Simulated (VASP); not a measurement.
SiC:

```
Si C
1.0
    -0.01764    2.17805    2.17805
     2.17805   -0.01764    2.17805
     2.16041    2.16041    0.00000
Si C
1 1
Direct
  0.99928 0.99928 0.00072
  0.25072 0.25072 0.24928
```

This cell differs from its parent crystal: shear xy strain -1.6%.

Base run:

```yaml
Program: VASP 6.6.1
Functional: PBE
Potentials_or_basis: VASP PAW PBE potentials, release 64 (Si, C)
Cutoff: 520 eV
k_mesh: 10 × 10 × 10
Occupations: fermi-dirac, width 0.02 eV
Spin: no spin polarisation
```

Its results: band gap on the k mesh 1.26 eV, indirect (least direct gap 4.39 eV); pressure 3.5 GPa.

Question: The run is repeated on the same cell with these changes: functional from PBE to r2SCAN; occupations from fermi-dirac, width 0.02 eV to gaussian, width 0.01 eV. What comes out?

Answer: Band gap on the k mesh 1.63 eV, indirect (least direct gap 4.90 eV); pressure -0.1 GPa.

Caveats: the PAW data sets were made with another functional, which shifts forces and pressure a little (some runs).

A k mesh can miss the band edges.
